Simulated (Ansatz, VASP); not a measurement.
Two plane-wave programs on SiW4

```xyz
5
Lattice="-2.8277 2.8277 2.8277 2.8277 -2.8277 2.8277 2.8277 2.8277 -2.8277" Properties=species:S:1:pos:R:3 pbc="T T T"
Si    0.0000    0.0000    0.0000
W     1.4139    1.4139    1.4139
W    -1.4139    1.4139    1.4139
W     1.4139    1.4139   -1.4139
W     1.4139   -1.4139    1.4139
```

Change from the starting cell: species swapped into the Hg4Pt type (Im-3m, No. 229).

Alike in both runs: functional PBE; k mesh 4 × 4 × 4; occupations gaussian, width 0.1 eV; no spin polarisation.

Ansatz relaxed the structure, and its values are those at the end. VASP's run is a single point on that final structure, the one shown.

|  | VASP | Ansatz |
| --- | --- | --- |
| version | VASP 6.6.1 | Ansatz 0.2.0 |
| potentials or method | VASP PAW PBE potentials, release 64 (Si, W_sv), cutoff 520 eV | scalar-relativistic, plane waves, PAW |
| valence electrons in the cell | 60 | 60 |

```tsv
	VASP	Ansatz	Ansatz less VASP
gap on the k mesh at the Fermi level (eV)	none	none	-
pressure (GPa)	0.2	0.1	-0.17
```

A gap of «none» marks a metal or a gap that the smearing closes. The functional is the same, so the differences come from potentials, cutoffs and numerics.

The k mesh is coarse, so the values compare programs but aren't converged. Neither program's run includes spin-orbit coupling.
